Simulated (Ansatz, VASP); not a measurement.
**MoPt2: VASP beside Ansatz**

The input INCAR:

```
  PREC = Accurate
  ENCUT = 520
  EDIFF = 1E-8
  ISMEAR = -1
  SIGMA = 0.05
  LREAL = False
  LASPH = True
  NELM = 60
  ALGO = Normal
  ISIF = 2
  LWAVE = False
  LCHARG = False
  GGA = CA
  LEFG = True
  NBANDS = 24
```

KPOINTS

```
Automatic mesh
0
Gamma
  13 13 13
```

File POSCAR:

```
MoPt2
1.0
   -1.3740000000      1.9575000000      4.1190000000
    1.3740000000     -1.9575000000      4.1190000000
    1.3740000000      1.9575000000     -4.1190000000
Mo Pt
1 2
Direct
    0.0000000000      0.0000000000      0.0000000000
    0.6117200000      0.6117200000      0.0000000000
    0.3882800000      0.3882800000      0.0000000000
```

Input for Ansatz:

```yaml
crystal:
  lattice:
    - [-1.374, 1.9575, 4.119]
    - [1.374, -1.9575, 4.119]
    - [1.374, 1.9575, -4.119]
  atoms:
    - { symbol: Mo, position: [0.0, 0.0, 0.0] }
    - { symbol: Pt, position: [0.61172, 0.61172, 0.0] }
    - { symbol: Pt, position: [0.38828, 0.38828, 0.0] }
kpoints:
  mp_grid: { grid: [13, 13, 13] }
scf:
  occupations: { method: fermi_dirac, width: 0.05 }
hamiltonian:
  xc: lda
  pseudopotentials: { kind: paw }
output:
  forces: true
  stress: true
  eigenvalues: true
  efg: { contact_densities: true }
  populations: true
```

Change from the starting cell: shortest bond scaled by 0.76, PAW files.

Alike in both runs: task electric field gradients; functional LDA; k mesh 13 × 13 × 13; occupations fermi-dirac, width 0.05 eV; no spin polarisation.

|  | VASP | Ansatz |
| --- | --- | --- |
| version | VASP 6.6.1 | Ansatz 0.2.0 |
| potentials or method | VASP PAW LDA potentials, release 64 (Mo_sv, Pt) | PAW with Ansatz's default frozen-core files, scalar-relativistic |
| plane-wave cutoff (eV) | 520 | 420 |
| valence electrons in the cell | 34 | 50 |

|  | VASP | Ansatz | Ansatz less VASP |
| --- | --- | --- | --- |
| pressure (GPa) | 104.9 | 119.2 | +14.25 |
| traceless stress, the component that is largest in VASP (GPa) | 136.89 | 170.03 | +33.140 |
| rms of the force components (eV/Å) | 18.954 | 22.212 | +3.2584 |
| size of Vzz on the site where it differs most (V/Å²) | 12.0 | 254.5 | +242.59 |

LDA's correlation is that of Perdew and Zunger in VASP and of Perdew and Wang (1992) in Ansatz. Atom by atom the forces differ by 3.258 eV/Å (rms over components). The pressures are high and differ by over a tenth, so treat them with care. One of these differences is far larger than is usual between the two programs; its cause wasn't traced. VASP's potentials hold 34 valence electrons a cell and Ansatz's 50, so a difference there can come from the potentials and not from the codes.

Neither program's run includes spin-orbit coupling. Noted on VASP's run: the cell as given lies far from equilibrium.
